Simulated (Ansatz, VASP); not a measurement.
**CdS in VASP and in Ansatz**

```
Cd S
1.0
     6.67572    0.00000    0.00000
     0.00000    4.38506    0.00000
     0.00000    0.00000   26.74295
Cd S
1 1
Direct
  0.50000 0.00000 0.31408
  0.50000 0.50000 0.28421
```

Alike in both runs: functional PBE; k mesh 6 × 6 × 1; occupations gaussian, width 0.02 eV; no spin polarisation.

Ansatz relaxed the structure, and its values are those at the end. VASP's run is a single point on that final structure, the one shown.

|  | VASP | Ansatz |
| --- | --- | --- |
| version | VASP 6.6.1 | Ansatz 0.2.0 |
| potentials or method | VASP PAW PBE potentials, release 64 (Cd, S), cutoff 520 eV | scalar-relativistic, plane waves, PAW |
| valence electrons in the cell | 18 | 26 |

|  | VASP | Ansatz | Ansatz less VASP |
| --- | --- | --- | --- |
| gap on the k mesh at the Fermi level (eV) | 1.88 | 1.87 | -0.012 |
| least direct gap on the mesh (eV) | 2.60 | 2.59 | -0.007 |
| rms of the force components (eV/Å) | 0.034 | 0.000 | -0.0335 |

VASP's potentials hold 18 valence electrons a cell and Ansatz's 26, so a difference there can come from the potentials and not from the codes. Ansatz's warnings: xc potential rough in thin density.
